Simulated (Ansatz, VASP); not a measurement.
**One calculation of WS2, two programs**

```
W S
1.0
     1.52924    0.88291    6.43550
    -1.52924    0.88291    6.43550
     0.00000   -1.76581    6.43550
W S
1 2
Cartesian
  0.0000 0.0000 19.2938
  0.0000 0.0000 14.5335
  0.0000 0.0000 11.1819
```

Alike in both runs: task single point; functional PBE; dispersion D3(BJ); k mesh 12 × 12 × 12; occupations gaussian, width 0.05 eV; no spin polarisation.

|  | VASP | Ansatz |
| --- | --- | --- |
| version | VASP 6.6.1 | Ansatz 0.2.0 |
| potentials or method | VASP PAW PBE potentials, release 64 (W_sv, S), cutoff 520 eV | scalar-relativistic, plane waves, PAW |
| valence electrons in the cell | 26 | 26 |

Ansatz gave:

- gap on the k mesh at the Fermi level (eV): 1.19
- least direct gap on the mesh (eV): 2.05
- pressure (GPa): -0.7
- traceless stress, the component that is largest in VASP (GPa): -12.71
- rms of the force components (eV/Å): 0.552

Q: Which values does VASP return?

A: gap on the k mesh at the Fermi level (eV): 1.19; least direct gap on the mesh (eV): 2.05; pressure (GPa): -0.8; traceless stress, the component that is largest in VASP (GPa): -12.73; rms of the force components (eV/Å): 0.550.

Atom by atom the forces differ by 0.002 eV/Å (rms over components).

Spin-orbit coupling is off throughout.
